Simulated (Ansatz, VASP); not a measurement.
## One calculation of Si, two programs

The input INCAR:

```
SYSTEM = Si
ALGO = Normal ; EDIFF = 1E-7
ENCUT = 520 ; GGA = PE
ISIF = 2 ; ISMEAR = -1
LASPH = .True. ; LCHARG = .True.
LELF = .True. ; LREAL = .False.
LVHAR = .True. ; LWAVE = .False.
NBANDS = 16 ; NELM = 100
PREC = Accurate ; SIGMA = 0.02
```

KPOINTS

```
k-points
0
Gamma
  12 12 4
  0 0 0
```

Contents of POSCAR:

```
Si
1.0
    3.8321295414      0.0000000000      0.0000000000
   -1.9160647707      3.3187215334      0.0000000000
    0.0000000000      0.0000000000      6.0108394873
Si
4
Direct
    0.3333333333      0.6666666667     -0.0033707419
    0.6666666667      0.3333333333      0.4966292581
    0.3333333333      0.6666666667      0.3783707419
    0.6666666667      0.3333333333      0.8783707419
```

Input for Ansatz:

```yaml
crystal:
  lattice:
    - [3.8321295414, 0.0, 0.0]
    - [-1.9160647707, 3.3187215334, 0.0]
    - [0.0, 0.0, 6.0108394873]
  atoms:
    - { symbol: Si, position: [0.3333333333, 0.6666666667, -0.0033707419] }
    - { symbol: Si, position: [0.6666666667, 0.3333333333, 0.4966292581] }
    - { symbol: Si, position: [0.3333333333, 0.6666666667, 0.3783707419] }
    - { symbol: Si, position: [0.6666666667, 0.3333333333, 0.8783707419] }
kpoints:
  mp_grid: { grid: [12, 12, 4] }
  band_path:
    path:
      - [0.0, 0.0, 0.0]
      - [0.5, 0.0, 0.0]
      - [0.3333333333, 0.3333333333, 0.0]
      - [0.0, 0.0, 0.5]
      - [0.5, 0.0, 0.5]
      - [0.3333333333, 0.3333333333, 0.5]
    npoints: 1
hamiltonian:
  xc: pbe
scf:
  occupations: { method: fermi_dirac, width: 0.02 }
  n_extra_bands: 5
output:
  forces: true
  stress: true
  eigenvalues: true
```

Change from the starting cell: uniaxial_z strain -5.2%.

Alike in both runs: task single point; functional PBE; k mesh 12 × 12 × 4; occupations fermi-dirac, width 0.02 eV; no spin polarisation.

|  | VASP | Ansatz |
| --- | --- | --- |
| version | VASP 6.6.1 | Ansatz 0.2.0 |
| potentials or method | VASP PAW PBE potentials, release 64 (Si) | plane waves, PAW |
| plane-wave cutoff (eV) | 520 | 420 |
| valence electrons in the cell | 16 | 16 |

Ansatz gave:

- pressure (GPa): 7.0
- traceless stress, the component that is largest in VASP (GPa): 6.62
- rms of the force components (eV/Å): 0.027

**Question.** Which values does VASP return?

**Answer.** Pressure (GPa): 6.9; traceless stress, the component that is largest in VASP (GPa): 6.65; rms of the force components (eV/Å): 0.026.

Atom by atom the forces differ by 0.001 eV/Å (rms over components). The functional is the same, so the differences come from potentials, cutoffs and numerics.
